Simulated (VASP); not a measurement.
# Si (P6_3/mmc) in VASP: further runs

Si is run at these levels: PBE; tasks: single point, relaxation of cell and atoms.

Everything below comes from runs of VASP 6.6.1. Logs are shortened: lines on timing, memory, paths and dates and some standing lists are left out, and cuts for length are marked.

### Step 1. The cell of the first run

The structure is hexagonal, space group P6_3/mmc (No. 194). Conventional cell: a = 2.701 Å, b = 2.701 Å, c = 4.554 Å, α = 90.00°, β = 90.00°, γ = 120.00°. Si (site symmetry -6m2) has 12 Si at 2.70 to 2.76 Å within 3.6 Å.

This isn't the form of Si at room conditions, which is diamond.

### Step 2. Single point, PBE

Contents of INCAR:

```
PREC = Accurate
ENCUT = 520
EDIFF = 1E-7
ISMEAR = -1
SIGMA = 0.1
LREAL = False
LASPH = True
NELM = 100
ALGO = Normal
ISIF = 2
LWAVE = False
LCHARG = True
GGA = PE
LELF = True
LVHAR = True
NBANDS = 11
```

Contents of KPOINTS:

```
Automatic mesh
0
Gamma
  13 13 7
```

Contents of POSCAR:

```
Si
1.0
    2.7013333996      0.0000000000      0.0000000000
   -1.3506666998      2.3394233482      0.0000000000
    0.0000000000      0.0000000000      4.5535026497
Si
2
Direct
    0.3333333333      0.6666666667      0.2500000000
    0.6666666667      0.3333333333      0.7500000000
```

Potentials or basis: VASP PAW PBE potentials, release 64 (Si).

On the command line:

```sh
cat potpaw_PBE.64/Si/POTCAR > POTCAR
mpirun -np 1 vasp_std > vasp.out
```

OUTCAR:

```text
PREC = Accurate
   ENCUT = 520
   EDIFF = 1E-7
   ISMEAR = -1
   LREAL = False
   LASPH = True
   NELM = 100
   ISIF = 2
   GGA = PE

 ion  position               nearest neighbor table
   1  0.333  0.667  0.250-   2 2.76   2 2.76   2 2.76   2 2.76   2 2.76   2 2.76
   2  0.667  0.333  0.750-   1 2.76   1 2.76   1 2.76   1 2.76   1 2.76   1 2.76

  LATTYP: Found a hexagonal cell.
 ALAT       =     2.7013333996
 C/A-ratio  =     1.6856500017

  Lattice vectors:

 A1 = (   2.7013333996,   0.0000000000,   0.0000000000)
 A2 = (  -1.3506666998,   2.3394233482,   0.0000000000)
 A3 = (   0.0000000000,   0.0000000000,   4.5535026497)

Analysis of symmetry for initial positions (statically):
=====================================================================
 Subroutine PRICEL returns:
 Original cell was already a primitive cell.

 Routine SETGRP: Setting up the symmetry group for a
 hexagonal supercell.

 Subroutine GETGRP returns: Found 24 space group operations
 (whereof 12 operations were pure point group operations)
 out of a pool of 24 trial point group operations.

The static configuration has the point symmetry D_3d.
 The point group associated with its full space group is D_6h.

Analysis of symmetry for dynamics (positions and initial velocities):
=====================================================================
 Subroutine PRICEL returns:
 Original cell was already a primitive cell.

 Routine SETGRP: Setting up the symmetry group for a
 hexagonal supercell.

 Subroutine GETGRP returns: Found 24 space group operations
 (whereof 12 operations were pure point group operations)
 out of a pool of 24 trial point group operations.

The dynamic configuration has the point symmetry D_3d.
 The point group associated with its full space group is D_6h.

 Subroutine INISYM returns: Found 24 space group operations
 (whereof 12 operations are pure point group operations),
 and found     1 'primitive' translations

----------------------------------------------------------------------------------------

                                     Primitive cell

  volume of cell :      28.7761

  direct lattice vectors                    reciprocal lattice vectors
     2.701333400  0.000000000  0.000000000     0.370187553  0.213727883  0.000000000
    -1.350666700  2.339423348  0.000000000     0.000000000  0.427455766  0.000000000
     0.000000000  0.000000000  4.553502650     0.000000000  0.000000000  0.219611160

  length of vectors
     2.701333400  2.701333400  4.553502650     0.427455766  0.427455766  0.219611160

  position of ions in fractional coordinates (direct lattice)
     0.333333333  0.666666667  0.250000000
     0.666666667  0.333333333  0.750000000

  ion indices of the primitive-cell ions
   primitive index   ion index
                 1           1
                 2           2

----------------------------------------------------------------------------------------

 KPOINTS: Automatic mesh

Automatic generation of k-mesh.
 Grid dimensions read from file:
 generate k-points for:   13   13    7

 Generating k-lattice:

  Cartesian coordinates                     Fractional coordinates (reciprocal lattice)
     0.028475966  0.016440606  0.000000000     0.076923077  0.000000000  0.000000000
     0.000000000  0.032881213  0.000000000     0.000000000  0.076923077  0.000000000
     0.000000000  0.000000000  0.031373023     0.000000000  0.000000000  0.142857143

  Length of vectors
     0.032881213  0.032881213  0.031373023

  Shift w.r.t. Gamma in fractional coordinates (k-lattice)
     0.000000000  0.000000000  0.000000000

 Subroutine IBZKPT returns following result:
 ===========================================

 Found     84 irreducible k-points:

 Following reciprocal coordinates:
            Coordinates               Weight
  0.000000  0.000000  0.000000      1.000000
  0.076923 -0.000000  0.000000      6.000000
  0.153846 -0.000000  0.000000      6.000000
  0.230769 -0.000000  0.000000      6.000000
  0.307692 -0.000000  0.000000      6.000000
  0.384615 -0.000000  0.000000      6.000000
[... 16 lines left out ...]
  0.076923 -0.000000  0.142857     12.000000
  0.153846 -0.000000  0.142857     12.000000
 [... further k-points ...]
   k-points           NKPTS =     84   k-points in BZ     NKDIM =     84   number of bands    NBANDS=     11
   number of dos      NEDOS =    301   number of ions     NIONS =      2
   total plane-waves  NPLWV =  14400
   dimension x,y,z NGX =    20 NGY =   20 NGZ =   36
   dimension x,y,z NGXF=    40 NGYF=   40 NGZF=   72
   ions per type =               2
   NGX,Y,Z   is equivalent  to a cutoff of  12.31, 12.31, 13.14 a.u.
   NGXF,Y,Z  is equivalent  to a cutoff of  24.62, 24.62, 26.29 a.u.
 SYSTEM =  unknown system
   PREC   = accura    normal or accurate (medium, high low for compatibility)
   ISTART =      0    job   : 0-new  1-cont  2-samecut
   ICHARG =      2    charge: 1-file 2-atom 10-const
[... 22 lines left out ...]
   EFERMI_NEDOS =   21; number of points for ismear=-14 and -15
   IALGO  =     38    algorithm
   IMIX   =      4    mixing-type and parameters
     AMIX     =   0.40;   BMIX     =  1.00
     AMIX_MAG =   1.60;   BMIX_MAG =  1.00
  volume/ion in A,a.u.               =      14.39        97.10
  Fermi-wavevector in a.u.,A,eV,Ry     =   1.068466  2.019108 15.532672  1.141619
  Thomas-Fermi vector in A             =   2.204115
   LORBIT       =      0    0 simple, 1 ext, 2 COOP (PROOUT), +10 PAW based schemes
   GGA     = PE    functional components
   LHFCALC =     F    Hartree Fock is set to
   AEXX    =    0.0000 exact exchange contribution
   IVDW    =     0    specifies the selected vdW correction
   LEPSILON=     F    determine dielectric tensor
   LRPA    =     F    only Hartree local field effects (RPA)
 non-spin polarized calculation
  energy-cutoff  :      520.00
  volume of cell :       28.78
 maximum number of plane-waves:       792
 NGX is ok and might be reduce to    20
   NGX =  9   NGY =  9   NGZ = 17

 number of electron       8.0000000 magnetization

 Free energy of the ion-electron system (eV)
  ---------------------------------------------------
  ext. energy  EPLUGINS =         0.00000000
  ---------------------------------------------------
  free energy    TOTEN  =        -9.83649854 eV

  energy without entropy =       -9.81344437  energy(sigma->0) =       -9.82497146

 E-fermi :  10.2334     XC(G=0): -11.2173

 val. band max:       10.1583446162   @ k =   0.4615  -0.0000   0.1429
 cond. band min:      10.3495915038   @ k =   0.4615   0.0769   0.0000
 fundamental gap:      0.1912468876
 Fermi energy:        10.2333762623

 k-point     1 :       0.0000    0.0000    0.0000
  band No.  band energies     occupation
      1      -4.2648      2.00000
      2       2.1685      2.00000
      3       3.1251      2.00000
      4      18.9472      0.00000
      5      18.9472      0.00000
      6      20.2985      0.00000
      7      20.2985      0.00000
      8      20.7942      0.00000
      9      21.2428      0.00000
     10      23.3177      0.00000
     11      24.0484      0.00000

 k-point     2 :       0.0769   -0.0000    0.0000
  band No.  band energies     occupation
      1      -4.1077      2.00000
      2       2.3237      2.00000
      3       3.2736      2.00000
      4      16.8854      0.00000
      5      17.8913      0.00000
      6      19.7186      0.00000
      7      20.7102      0.00000
      8      21.3491      0.00000
      9      22.0848      0.00000
     10      22.2316      0.00000
     11      23.2226      0.00000

 k-point     3 :       0.1538   -0.0000    0.0000
  band No.  band energies     occupation
      1      -3.6371      2.00000
      2       2.7878      2.00000
      3       3.7185      2.00000
      4      13.8593      0.00000
      5      16.5901      0.00000
      6      18.6139      0.00000
      7      19.5168      0.00000
      8      19.8981      0.00000
      9      21.2116      0.00000
     10      22.8236      0.00000
     11      22.8797      0.00000
[... 267 lines left out ...]
 k-point    23 :       0.0769   -0.0000    0.1429
  band No.  band energies     occupation
      1      -3.9650      2.00000
      2       0.9348      2.00000
      3       4.9193      2.00000
      4      16.9768      0.00000
      5      18.0106      0.00000
      6      18.2854      0.00000
      7      20.1744      0.00000
      8      21.2558      0.00000
      9      21.3952      0.00000
     10      22.6956      0.00000
     11      23.3818      0.00000

 k-point    24 :       0.1538   -0.0000    0.1429
  band No.  band energies     occupation
      1      -3.4947      2.00000
      2       1.3959      2.00000
      3       5.3657      2.00000
      4      13.9792      0.00000
      5      16.7116      0.00000
      6      18.1525      0.00000
      7      18.3295      0.00000
      8      19.7494      0.00000
      9      20.6015      0.00000
     10      22.0895      0.00000
     11      23.9718      0.00000

 [... further k-points ...]

------------------------ aborting loop because EDIFF is reached ----------------------------------------

  FORCE on cell =-STRESS in cart. coord.  units (eV):
  Direction    XX          YY          ZZ          XY          YZ          ZX
  --------------------------------------------------------------------------------------
  -------------------------------------------------------------------------------------
  Total       -0.0118110     -0.0118110     -0.0102820     -0.0000000      0.0000000      0.0000000
  in kB       -0.6576029     -0.6576029     -0.5724765     -0.0000000      0.0000000      0.0000000
  external PRESSURE =      -0.6292274 kB  Pullay stress =       0.0000000 kB

 VOLUME and BASIS-vectors are now :
 -----------------------------------------------------------------------------
  energy-cutoff  :      520.00
  volume of cell :       28.78
      direct lattice vectors                 reciprocal lattice vectors
     2.701333400  0.000000000  0.000000000     0.370187553  0.213727883  0.000000000
    -1.350666700  2.339423348  0.000000000     0.000000000  0.427455766  0.000000000
     0.000000000  0.000000000  4.553502650     0.000000000  0.000000000  0.219611160

 POSITION                                       TOTAL-FORCE (eV/Angst)
 -----------------------------------------------------------------------------------
     -0.00000      1.55962      1.13838         0.000000     -0.000000      0.000000
      1.35067      0.77981      3.41513        -0.000000      0.000000      0.000000
 -----------------------------------------------------------------------------------
    total drift:                               -0.000000      0.000000     -0.000000

  FREE ENERGIE OF THE ION-ELECTRON SYSTEM (eV)
  ---------------------------------------------------
  free  energy   TOTEN  =        -9.8364985392 eV

  energy  without entropy=       -9.8134443708  energy(sigma->0) =       -9.82497146
```

Run time: 16 s. Hardware: 1 thread of Intel Xeon 8259CL, shared host; peak memory 0.14 GiB.

What came out:

```yaml
Free_energy: -9.8365 eV
Pressure: -0.1 GPa
Band_gap_on_the_k_mesh: zero (bands 4 and 5 overlap by 11.89 eV)
```

### Step 3. Relaxation of cell and atoms, PBE

This run uses another cell than the first one, of 15.02 Å³/atom.

Contents of INCAR:

```
PREC     = Accurate       # precision mode
ENCUT    = 600            # plane-wave cutoff, eV
EDIFF    = 1E-6           # SCF threshold, eV
ISMEAR   = -1             # smearing method
SIGMA    = 0.1            # smearing width, eV
LREAL    = F              # projectors in reciprocal space
LASPH    = T              # aspherical terms in the spheres
NELM     = 60             # most SCF steps
ALGO     = Normal         # electronic algorithm
ISIF     = 3              # what is computed and relaxed
LWAVE    = F              # write WAVECAR
LCHARG   = F              # write CHGCAR
GGA      = PE             # functional
IBRION   = 2              # ionic algorithm
NSW      = 80             # ionic steps
EDIFFG   = -0.01          # ionic threshold
```

KPOINTS is that of step 2.

Contents of POSCAR:

```
Si
1.0
    2.7691764586      0.0000000000      0.0000000000
   -1.3845882293      2.3981771607      0.0000000000
    0.0000000000      0.0000000000      4.5220651569
Si
2
Direct
    0.3333333333      0.6666666667      0.2500000000
    0.6666666667      0.3333333333      0.7500000000
```

Potentials or basis: VASP PAW PBE potentials, release 64 (Si).

On the command line:

```sh
cat potpaw_PBE.64/Si/POTCAR > POTCAR
mpirun -np 1 vasp_std > vasp.out
```

Wall time 67 s (1 thread of Intel Xeon 8259CL, shared host); peak memory 0.16 GiB.

The run converged. Its results:

```yaml
Free_energy: -9.8366 eV
Relaxed_volume: 14.38 Å³/atom
Relaxed_cell: a = 2.700 Å, b = 2.700 Å, c = 4.552 Å, α = 90.00°, β = 90.00°, γ = 120.00°
Space_group_after_relaxing_to_0.1_Å: P6_3/mmc (No. 194)
Energy_gained_by_relaxing: 8.1 meV/atom
Ionic_steps: 9
Pressure_after_relaxing: 0.0 GPa
Band_gap_on_the_k_mesh: zero (bands 4 and 5 overlap by 11.90 eV)
```

Step by step:
| step | energy change (eV) | largest force (eV/Å) | pressure (GPa) | volume (Å³) |
| --- | --- | --- | --- | --- |
| 1 | 0.0000 | 0.0000 | -3.48 | 30.03 |
| 2 | -0.0145 | 0.0000 | 0.33 | 28.64 |
| 3 | -0.0146 | 0.0000 | 0.03 | 28.74 |
| 4 | -0.0146 | 0.0000 | -0.05 | 28.76 |
| 5 | -0.0148 | 0.0000 | -0.05 | 28.76 |
| 6 | -0.0153 | 0.0000 | -0.03 | 28.76 |
| 7 | -0.0160 | 0.0000 | 0.01 | 28.75 |
| 8 | -0.0143 | 0.0000 | 0.10 | 28.73 |
| 9 | -0.0162 | 0.0000 | 0.03 | 28.75 |

Final structure:
```xyz
2
Lattice="2.7005 0.0000 0.0000 -1.3502 2.3387 0.0000 0.0000 0.0000 4.5523" Properties=species:S:1:pos:R:3 pbc="T T T"
Si    0.0000    1.5591    1.1381
Si    1.3502    0.7796    3.4142
```

Levels at points of the mesh, in eV from the Fermi level:
```
           k point  band 1  band 2  band 3  band 4  band 5  band 6  band 7  band 8
(0.00, 0.00, 0.00)  -14.51   -8.07   -7.11    8.72    8.72   10.07   10.07   10.57
```

### Step 4. Single point, PBE (12.66 Å³/atom)

This run uses another cell than the first one, of 12.66 Å³/atom.

Contents of INCAR:

```
PREC = Accurate ; ENCUT = 520
EDIFF = 1E-7 ; ISMEAR = -1
SIGMA = 0.1 ; LREAL = False
LASPH = True ; NELM = 60
ALGO = Normal ; ISIF = 2
LWAVE = False ; LCHARG = False
GGA = PE ; NBANDS = 11
```

Contents of KPOINTS:

```
regular mesh
0
Gamma
  22 22 11
```

Contents of POSCAR:

```
Si
1.0
    2.5886444983      0.0000000000      0.0000000000
   -1.2943222492      2.2418318969      0.0000000000
    0.0000000000      0.0000000000      4.3635486030
Si
2
Direct
    0.3333333333      0.6666666667      0.2500000000
    0.6666666667      0.3333333333      0.7500000000
```

On the command line:

```sh
cat potpaw_PBE.64/Si/POTCAR > POTCAR
mpirun -np 1 vasp_std > vasp.out
```

Wall time 76 s (1 thread of Intel Xeon 8259CL, shared host); peak memory 0.18 GiB.

It converged, with:

```
Free energy            : -9.7114 eV
Pressure               : 14.2 GPa
Band gap on the k mesh : zero (bands 4 and 5 overlap by 13.43 eV)
```

Stress tensor (GPa, compression positive):
```
14.09  0.00  0.00
 0.00 14.09  0.00
 0.00  0.00 14.51
```

Levels at points of the mesh, in eV from the Fermi level:
```tsv
k point	band 1	band 2	band 3	band 4	band 5	band 6	band 7	band 8
(0.00, 0.00, 0.00)	-15.76	-8.51	-8.02	9.79	9.79	10.82	10.82	11.40
(0.50, 0.00, 0.00)	-8.87	-8.45	-1.90	-1.89	-1.20	-0.41	4.04	6.22
```

Caveat: the cell stands under pressure.

### Step 5. Single point, PBE (13.24 Å³/atom)

This run uses another cell than the first one, of 13.24 Å³/atom.

Contents of INCAR:

```
SYSTEM = Si
PREC = Accurate ; ENCUT = 520
EDIFF = 1E-6 ; ISMEAR = -1
SIGMA = 0.1 ; LREAL = .FALSE.
LASPH = .TRUE. ; NELM = 80
ALGO = Normal ; ISIF = 2
LWAVE = .FALSE. ; LCHARG = .FALSE.
GGA = PE ; NBANDS = 11
```

Contents of KPOINTS:

```
regular mesh
0
G
  22 22 11
  0 0 0
```

Contents of POSCAR:

```
Si
1.0
    2.6272866804      0.0000000000      0.0000000000
   -1.3136433402      2.2752970082      0.0000000000
    0.0000000000      0.0000000000      4.4286857972
Si
2
Direct
    0.3333333333      0.6666666667      0.2500000000
    0.6666666667      0.3333333333      0.7500000000
```

On the command line:

```sh
cat potpaw_PBE.64/Si/POTCAR > POTCAR
mpirun -np 1 vasp_std > vasp.out
```

Wall time 85 s (1 thread of Intel Xeon 8259CL, shared host); peak memory 0.19 GiB.

The run converged. Its results:

| Item | Value |
| --- | --- |
| Free energy | -9.7913 eV |
| Pressure | 8.2 GPa |
| Band gap on the k mesh | zero (bands 4 and 5 overlap by 13.10 eV) |

Stress tensor (GPa, compression positive):
```
8.01 0.00 0.00
0.00 8.01 0.00
0.00 0.00 8.65
```

Levels at points of the mesh, in eV from the Fermi level:
```csv
k point,band 2,band 3,band 4,band 5,band 6,band 7
"(0.00, 0.00, 0.00)",-8.36,-7.71,9.39,9.39,10.55,10.55
"(0.50, 0.00, 0.00)",-8.17,-1.90,-1.79,-1.31,-0.27,3.87
```

Caveat: the cell stands under pressure.

### Step 6. Single point, PBE (13.81 Å³/atom)

This run uses another cell than the first one, of 13.81 Å³/atom.

Contents of INCAR:

```
ALGO     = Normal         # electronic algorithm
EDIFF    = 1E-7           # SCF threshold, eV
ENCUT    = 520            # plane-wave cutoff, eV
GGA      = PE             # functional
ISIF     = 2              # what is computed and relaxed
ISMEAR   = -1             # smearing method
LASPH    = T              # aspherical terms in the spheres
LCHARG   = F              # write CHGCAR
LREAL    = F              # projectors in reciprocal space
LWAVE    = F              # write WAVECAR
NBANDS   = 11             # bands
NELM     = 60             # most SCF steps
PREC     = Accurate       # precision mode
SIGMA    = 0.1            # smearing width, eV
```

Contents of KPOINTS:

```
k-points
0
Gamma
  22 22 11
```

Contents of POSCAR:

```
Si
1.0
    2.6648244188      0.0000000000      0.0000000000
   -1.3324122094      2.3078056433      0.0000000000
    0.0000000000      0.0000000000      4.4919612861
Si
2
Direct
    0.3333333333      0.6666666667      0.2500000000
    0.6666666667      0.3333333333      0.7500000000
```

Potentials or basis: VASP PAW PBE potentials, release 64 (Si).

On the command line:

```sh
cat potpaw_PBE.64/Si/POTCAR > POTCAR
mpirun -np 1 vasp_std > vasp.out
```

It took 1.7 min on 1 thread of Intel Xeon 8259CL, shared host; peak memory 0.19 GiB.

Results (log left out):

```yaml
Free_energy: -9.8330 eV
Pressure: 3.5 GPa
Band_gap_on_the_k_mesh: zero (bands 4 and 5 overlap by 12.73 eV)
```

Stress tensor (GPa, compression positive):
```
3.27 0.00 0.00
0.00 3.27 0.00
0.00 0.00 4.08
```

Levels at points of the mesh, in eV from the Fermi level:
```tsv
k point	band 2	band 3	band 4	band 5	band 6	band 7
(0.00, 0.00, 0.00)	-8.22	-7.41	9.03	9.03	10.30	10.30
(0.50, 0.00, 0.00)	-7.90	-1.88	-1.69	-1.41	-0.13	3.73
```

Caveat: the cell stands under pressure.

### Step 7. Summary

```csv
task,cell,k mesh,cutoff (eV),gap on the mesh (eV),pressure (GPa)
single point,"a = 2.701, b = 2.701, c = 4.554 Å, angles 90.0, 90.0, 120.0°, 2 atoms",13 × 13 × 7,520,none,-0.1
relaxation of cell and atoms,"relaxed from a = 2.769, b = 2.769, c = 4.522 Å, angles 90.0, 90.0, 120.0°, 2 atoms",13 × 13 × 7,600,none,0.0
single point,"a = 2.589, b = 2.589, c = 4.364 Å, angles 90.0, 90.0, 120.0°, 2 atoms",22 × 22 × 11,520,none,14.2
single point,"a = 2.627, b = 2.627, c = 4.429 Å, angles 90.0, 90.0, 120.0°, 2 atoms",22 × 22 × 11,520,none,8.2
single point,"a = 2.665, b = 2.665, c = 4.492 Å, angles 90.0, 90.0, 120.0°, 2 atoms",22 × 22 × 11,520,none,3.5
```

Alike in all rows: level PBE; potentials or basis VASP PAW PBE potentials, release 64 (Si); no spin polarisation; smearing fermi-dirac 0.1 eV.

Caveats: the cell stands under pressure (at least some runs).

Absolute energies hang on the potentials; compare differences alone.
